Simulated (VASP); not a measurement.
Write the native input for VASP 6.6.1 that does the following.

| Property | Result |
| --- | --- |
| Task | single point |
| Functional | PBE |
| Potentials or basis | VASP PAW PBE potentials, release 64 (W_sv, Si) |
| Cutoff | 400 eV |
| k mesh | 9 × 9 × 9 |
| Occupations | fermi-dirac, width 0.08 eV |
| Spin | no spin polarisation |
| Dipole correction | no |
| k mesh for the DOS | 14 × 14 × 14 |
| Occupations for the DOS | tetrahedron |
| Further INCAR settings | ALGO = Normal; EDIFF = 1e-06 |

Crystal: Si2W (fluorite type).

```
W Si
1.0
     0.00000    2.51481    2.51481
     2.51481    0.00000    2.51481
     2.51481    2.51481    0.00000
W Si
1 2
Direct
  0.00000 0.00000 0.00000
  0.25000 0.25000 0.25000
  0.75000 0.75000 0.75000
```

The input as run:

POSCAR

```
Si2W
1.0
    0.0000000000      2.5148145737      2.5148145737
    2.5148145737      0.0000000000      2.5148145737
    2.5148145737      2.5148145737      0.0000000000
W Si
1 2
Direct
    0.0000000000      0.0000000000      0.0000000000
    0.2500000000      0.2500000000      0.2500000000
    0.7500000000      0.7500000000      0.7500000000
```

INCAR.step1

```
SYSTEM = Si2W
ALGO     = Normal         ! electronic algorithm
EDIFF    = 1E-6           ! SCF threshold, eV
ENCUT    = 400            ! plane-wave cutoff, eV
GGA      = PE             ! functional
GGA_COMPAT= .FALSE.      
ISIF     = 2              ! what is computed and relaxed
ISMEAR   = -1             ! smearing method
LASPH    = .TRUE.         ! aspherical terms in the spheres
LCHARG   = .TRUE.         ! write CHGCAR
LMAXMIX  = 4              ! l up to which the mixer works
LORBIT   = 11             ! projections on sites
LREAL    = .FALSE.        ! projectors in reciprocal space
LWAVE    = .FALSE.        ! write WAVECAR
NBANDS   = 18             ! bands
NEDOS    = 2001           ! points of the DOS
NELM     = 120            ! most SCF steps
PREC     = Accurate       ! precision mode
SIGMA    = 0.08           ! smearing width, eV
```

KPOINTS.step1

```
k-points
0
G
  9 9 9
  0 0 0
```

INCAR.step2

```
SYSTEM = Si2W
ALGO     = Normal         ! electronic algorithm
EDIFF    = 1E-6           ! SCF threshold, eV
ENCUT    = 400            ! plane-wave cutoff, eV
GGA      = PE             ! functional
GGA_COMPAT= .FALSE.      
ICHARG   = 11             ! starting density
ISIF     = 2              ! what is computed and relaxed
ISMEAR   = -5             ! smearing method
LASPH    = .TRUE.         ! aspherical terms in the spheres
LCHARG   = .FALSE.        ! write CHGCAR
LMAXMIX  = 4              ! l up to which the mixer works
LORBIT   = 10             ! projections on sites
LREAL    = .FALSE.        ! projectors in reciprocal space
LWAVE    = .FALSE.        ! write WAVECAR
NEDOS    = 1001           ! points of the DOS
NELM     = 120            ! most SCF steps
PREC     = Accurate       ! precision mode
SIGMA    = 0.08           ! smearing width, eV
```

KPOINTS.step2

```
k-points
0
G
  14 14 14
  0 0 0
```

Potentials or basis: VASP PAW PBE potentials, release 64 (W_sv, Si).

The run is started by

```sh
$ cat potpaw_PBE.64/W_sv/POTCAR potpaw_PBE.64/Si/POTCAR > POTCAR
$ cp INCAR.step1 INCAR
$ cp KPOINTS.step1 KPOINTS
$ mpirun -np 1 vasp_std > vasp.out
$ cp INCAR.step2 INCAR
$ cp KPOINTS.step2 KPOINTS
$ mpirun -np 1 vasp_std > vasp.out
```

Results of the run:

| Quantity | Value |
| --- | --- |
| Valence electrons inside the program's atomic spheres | W 13.89; Si 1.94 |

Wall time 24 s on 1 thread of AMD EPYC 7R13 Processor (Zen 3), with other jobs on the host, peak memory 0.13 GiB.
